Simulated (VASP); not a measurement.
Set up this calculation in VASP 6.6.1, as the native input.

- Task: relaxation of cell and atoms
- Functional: r2SCAN
- Potentials or basis: VASP PAW PBE potentials, release 64 (Sn_d)
- Cutoff: 600 eV
- k mesh: 10 × 10 × 10
- Occupations: fermi-dirac, width 0.05 eV
- Spin: no spin polarisation
- Target pressure: 5 GPa
- Dipole correction: no
- Further INCAR settings: ALGO = Normal; EDIFF = 1e-06; IBRION = 2; EDIFFG = -0.01; NSW = 60; ISIF = 3

Sn:

```
CELL_PARAMETERS angstrom
-1.89465 1.89465 1.89465
1.89465 -1.89465 1.89465
1.89465 1.89465 -1.89465
ATOMIC_POSITIONS crystal
Sn 0.00000 0.00000 0.00000
```

One way to write it, as run:

POSCAR

```
Sn
1.0
   -1.8946518192      1.8946518192      1.8946518192
    1.8946518192     -1.8946518192      1.8946518192
    1.8946518192      1.8946518192     -1.8946518192
Sn
1
Direct
    0.0000000000      0.0000000000      0.0000000000
```

INCAR.step1

```
  ALGO = Normal
  EDIFF = 1E-4
  ENCUT = 600
  GGA = PE
  ISMEAR = -1
  LASPH = T
  LCHARG = F
  LREAL = F
  LWAVE = T
  NELM = 80
  PREC = Accurate
  SIGMA = 0.05
```

INCAR.step2

```
  ALGO = Normal
  EDIFF = 1E-6
  EDIFFG = -0.01
  ENCUT = 600
  IBRION = 2
  ISIF = 3
  ISMEAR = -1
  ISTART = 1
  LASPH = T
  LCHARG = F
  LMIXTAU = T
  LREAL = F
  LWAVE = F
  METAGGA = R2SCAN
  NELM = 80
  NSW = 60
  PREC = Accurate
  PSTRESS = 50.0
  SIGMA = 0.05
```

KPOINTS

```
k-points
0
Gamma
  10 10 10
```

Potentials or basis: VASP PAW PBE potentials, release 64 (Sn_d).

The run is started by

```console
$ cat potpaw_PBE.64/Sn_d/POTCAR > POTCAR
$ cp INCAR.step1 INCAR
$ mpirun -np 1 vasp_std > vasp.out
$ cp INCAR.step2 INCAR
$ mpirun -np 1 vasp_std > vasp.out
```

Results of the run:

```json
{"Relaxed volume": "24.72 Å³/atom", "Relaxed cell": "a = 3.178 Å, b = 3.178 Å, c = 3.178 Å, α = 109.47°, β = 109.47°, γ = 109.47°", "Space group after relaxing (to 0.05 Å)": "Im-3m (No. 229)", "Energy change on relaxing (the enthalpy is what falls)": "+28.6 meV/atom", "Ionic steps": "3", "Pressure after relaxing": "5.0 GPa", "Band gap on the k mesh": "zero (band 7 reaches 18.67 eV, above the bottom of band 8 at 6.50 eV)"}
```

Caveat: the cell is relaxed towards a set pressure, so the enthalpy falls and the energy may rise; the PAW data sets were made with another functional, which shifts forces and pressure a little; spin-orbit coupling is left out, which moves the levels of the heavy elements.

Run time: 2.5 min on 1 thread of Intel Xeon 6975P-C (shared host), peak memory 0.18 GiB.
